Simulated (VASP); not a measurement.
# AlN (Fm-3m) in VASP: notebook, part 2 of 2

VASP 6.6.1. The steps go on from the part before.

## 3. Single point, PBE

Contents of INCAR:

```
PREC = Accurate
ENCUT = 520
EDIFF = 1E-6
ISMEAR = 0
SIGMA = 0.017
LREAL = False
LASPH = True
NELM = 80
ALGO = Normal
ISIF = 2
LWAVE = False
LCHARG = True
GGA = PE
LELF = True
LVHAR = True
NBANDS = 11
```

Contents of KPOINTS:

```
regular mesh
0
Gamma
  11 11 11
```

Contents of POSCAR:

```
AlN
1.0
    0.0000000000      2.0345180000      2.0345180000
    2.0345180000      0.0000000000      2.0345180000
    2.0345180000      2.0345180000      0.0000000000
Al N
1 1
Direct
    0.5000000000      0.5000000000      0.5000000000
    0.0000000000      0.0000000000      0.0000000000
```

Potentials or basis: VASP PAW PBE potentials, release 64 (Al, N).

Launch:

```sh
> cat potpaw_PBE.64/Al/POTCAR potpaw_PBE.64/N/POTCAR > POTCAR
> mpirun -np 1 vasp_std > vasp.out
```

OUTCAR:

```text
PREC = Accurate
   ENCUT = 520
   EDIFF = 1E-6
   ISMEAR = 0
   LREAL = False
   LASPH = True
   NELM = 80
   ISIF = 2
   GGA = PE

 ion  position               nearest neighbor table
   1  0.500  0.500  0.500-   2 2.03   2 2.03   2 2.03   2 2.03   2 2.03   2 2.03
   2  0.000  0.000  0.000-   1 2.03   1 2.03   1 2.03   1 2.03   1 2.03   1 2.03

  LATTYP: Found a face centered cubic cell.
 ALAT       =     4.0690360000

  Lattice vectors:

 A1 = (   0.0000000000,   2.0345180000,   2.0345180000)
 A2 = (   2.0345180000,   0.0000000000,   2.0345180000)
 A3 = (   2.0345180000,   2.0345180000,   0.0000000000)

Analysis of symmetry for initial positions (statically):
=====================================================================
 Subroutine PRICEL returns:
 Original cell was already a primitive cell.

 Routine SETGRP: Setting up the symmetry group for a
 face centered cubic supercell.

 Subroutine GETGRP returns: Found 48 space group operations
 (whereof 48 operations were pure point group operations)
 out of a pool of 48 trial point group operations.

The static configuration has the point symmetry O_h .

Analysis of symmetry for dynamics (positions and initial velocities):
=====================================================================
 Subroutine PRICEL returns:
 Original cell was already a primitive cell.

 Routine SETGRP: Setting up the symmetry group for a
 face centered cubic supercell.

 Subroutine GETGRP returns: Found 48 space group operations
 (whereof 48 operations were pure point group operations)
 out of a pool of 48 trial point group operations.

The dynamic configuration has the point symmetry O_h .

 Subroutine INISYM returns: Found 48 space group operations
 (whereof 48 operations are pure point group operations),
 and found     1 'primitive' translations

----------------------------------------------------------------------------------------

                                     Primitive cell

  volume of cell :      16.8428

  direct lattice vectors                    reciprocal lattice vectors
     0.000000000  2.034518000  2.034518000    -0.245758455  0.245758455  0.245758455
[... 119 lines left out ...]
  energy-cutoff  :      520.00
  volume of cell :       16.84
 maximum number of plane-waves:       465
 NGX is ok and might be reduce to    24
   NGX = 11   NGY = 11   NGZ = 11

 number of electron       7.9999999 magnetization

 Free energy of the ion-electron system (eV)
  ---------------------------------------------------
  ext. energy  EPLUGINS =         0.00000000
  ---------------------------------------------------
  free energy    TOTEN  =       -14.54593292 eV

  energy without entropy =      -14.54593292  energy(sigma->0) =      -14.54593292

 E-fermi :   9.9143     XC(G=0): -12.1964

 val. band max:        9.7178281814   @ k =   0.0000   0.0000   0.0000
 cond. band min:      14.2711095014   @ k =   0.4545   0.4545   0.0000
 fundamental gap:      4.5532813200
 Fermi energy:         9.9142995861

 k-point     1 :       0.0000    0.0000    0.0000
  band No.  band energies     occupation
      1      -7.6628      2.00000
      2       9.7178      2.00000
      3       9.7178      2.00000
      4       9.7178      2.00000
      5      15.1241      0.00000
      6      21.8233      0.00000
      7      21.8233      0.00000
      8      21.8233      0.00000
      9      26.9128      0.00000
     10      27.3673      0.00000
     11      27.3673      0.00000
[... 309 lines left out ...]
 k-point    24 :      -0.1818    0.1818    0.0000
  band No.  band energies     occupation
      1      -6.0005      2.00000
      2       5.2644      2.00000
      3       7.2707      2.00000
      4       9.1942      2.00000
      5      17.9719      0.00000
      6      19.5542      0.00000
      7      20.7381      0.00000
      8      22.2128      0.00000
      9      24.1662      0.00000
     10      28.1861      0.00000
     11      29.6156      0.00000

 [... further k-points ...]

------------------------ aborting loop because EDIFF is reached ----------------------------------------

  FORCE on cell =-STRESS in cart. coord.  units (eV):
  Direction    XX          YY          ZZ          XY          YZ          ZX
  --------------------------------------------------------------------------------------
  -------------------------------------------------------------------------------------
  Total        0.0006487      0.0006487      0.0006487     -0.0000000      0.0000000      0.0000000
  in kB        0.0617074      0.0617074      0.0617074     -0.0000000      0.0000000      0.0000000
  external PRESSURE =       0.0617074 kB  Pullay stress =       0.0000000 kB

 VOLUME and BASIS-vectors are now :
 -----------------------------------------------------------------------------
  energy-cutoff  :      520.00
  volume of cell :       16.84
      direct lattice vectors                 reciprocal lattice vectors
     0.000000000  2.034518000  2.034518000    -0.245758455  0.245758455  0.245758455
     2.034518000  0.000000000  2.034518000     0.245758455 -0.245758455  0.245758455
     2.034518000  2.034518000  0.000000000     0.245758455  0.245758455 -0.245758455

 POSITION                                       TOTAL-FORCE (eV/Angst)
 -----------------------------------------------------------------------------------
      2.03452      2.03452      2.03452         0.000000      0.000000     -0.000000
      0.00000      0.00000      0.00000        -0.000000     -0.000000      0.000000
 -----------------------------------------------------------------------------------
    total drift:                                0.000000     -0.000000     -0.000000

  FREE ENERGIE OF THE ION-ELECTRON SYSTEM (eV)
  ---------------------------------------------------
  free  energy   TOTEN  =       -14.5459329235 eV

  energy  without entropy=      -14.5459329235  energy(sigma->0) =      -14.54593292
```

stdout:

```text
POSCAR found type information on POSCAR AlN
 POSCAR found :  2 types and       2 ions
 scaLAPACK will be used
 LDA part: xc-table for (Slater+PW92), standard interpolation
 POSCAR, INCAR and KPOINTS ok, starting setup
 FFT: planning ... GRIDC
 FFT: planning ... GRID_SOFT
 FFT: planning ... GRID
 WAVECAR not read
 entering main loop
```

Run time: 13 s. Hardware: 1 thread of Intel Xeon 8259CL, shared host; peak memory 0.14 GiB.

What came out:

```
Free energy            : -14.5459 eV
Pressure               : 0.0 GPa
Band gap on the k mesh : 4.55 eV, indirect (least direct gap 5.41 eV)
```

Levels at points of the mesh, in eV from the valence-band top:
| k point | band 2 | band 3 | band 4 | band 5 | band 6 | band 7 |
| --- | --- | --- | --- | --- | --- | --- |
| (0.00, 0.00, 0.00) | 0.00 | 0.00 | 0.00 | 5.41 | 12.11 | 12.11 |

A k mesh can miss the band edges. Expect the measured gap to be larger: semilocal functionals such as PBE lack the derivative discontinuity.

## 4. Single point, PBE

Contents of INCAR:

```
PREC = Accurate
ENCUT = 520
EDIFF = 1E-6
ISMEAR = 0
SIGMA = 0.018000000000000002
LREAL = False
LASPH = True
NELM = 80
ALGO = Normal
ISIF = 2
LWAVE = False
LCHARG = False
GGA = PE
NBANDS = 11
```

Contents of KPOINTS:

```
Automatic mesh
0
Gamma
  11 11 11
```

POSCAR is that of step 3.

Launch:

```sh
> cat potpaw_PBE.64/Al/POTCAR potpaw_PBE.64/N/POTCAR > POTCAR
> mpirun -np 1 vasp_std > vasp.out
```

Run time: 12 s. Hardware: 1 thread of Intel Xeon 8259CL, shared host; peak memory 0.14 GiB.

Results (log left out):

| Item | Value |
| --- | --- |
| Free energy | -14.5459 eV |
| Pressure | 0.0 GPa |
| Band gap on the k mesh | 4.55 eV, indirect (least direct gap 5.41 eV) |

Levels at points of the mesh, in eV from the valence-band top:
| k point | band 1 | band 2 | band 3 | band 4 | band 5 | band 6 | band 7 | band 8 |
| --- | --- | --- | --- | --- | --- | --- | --- | --- |
| (0.00, 0.00, 0.00) | -17.38 | 0.00 | 0.00 | 0.00 | 5.41 | 12.11 | 12.11 | 12.11 |

A k mesh can miss the band edges.

## 5. Single point, PBE

Contents of INCAR:

```
  PREC = Accurate
  ENCUT = 520
  EDIFF = 1E-6
  ISMEAR = 0
  SIGMA = 0.024
  LREAL = False
  LASPH = True
  NELM = 60
  ALGO = Normal
  ISIF = 2
  LWAVE = False
  LCHARG = False
  GGA = PE
  NBANDS = 11
```

Contents of KPOINTS:

```
regular mesh
0
Gamma
  11 11 11
```

POSCAR is that of step 4.

Launch:

```sh
> cat potpaw_PBE.64/Al/POTCAR potpaw_PBE.64/N/POTCAR > POTCAR
> mpirun -np 1 vasp_std > vasp.out
```

Wall time 12 s (1 thread of Intel Xeon 8259CL, shared host); peak memory 0.13 GiB.

Results (log left out):

```yaml
Free_energy: -14.5459 eV
Pressure: 0.0 GPa
Band_gap_on_the_k_mesh: 4.55 eV, indirect (least direct gap 5.41 eV)
```

Levels at points of the mesh, in eV from the valence-band top:
```
           k point  band 1  band 2  band 3  band 4  band 5  band 6  band 7  band 8  band 9
(0.00, 0.00, 0.00)  -17.38    0.00    0.00    0.00    5.41   12.11   12.11   12.11   17.20
```

A k mesh can miss the band edges. As with any semilocal functional, this PBE gap is likely too small.

## 6. The runs side by side

| smearing | gap on the mesh (eV) | pressure (GPa) |
| --- | --- | --- |
| gaussian 0.016 eV | 4.55 | 0.0 |
| gaussian 0.017 eV | 4.55 | 0.0 |
| gaussian 0.018 eV | 4.55 | 0.0 |
| gaussian 0.024 eV | 4.55 | 0.0 |

Alike in all rows: task single point; level PBE; potentials or basis VASP PAW PBE potentials, release 64 (Al, N); no spin polarisation; cell as given; k mesh 11 × 11 × 11; cutoff (eV) 520.

On the cell as given the gap runs from 4.55 eV (PBE) to 4.55 eV (PBE).

Absolute energies hang on the potentials; compare differences alone.
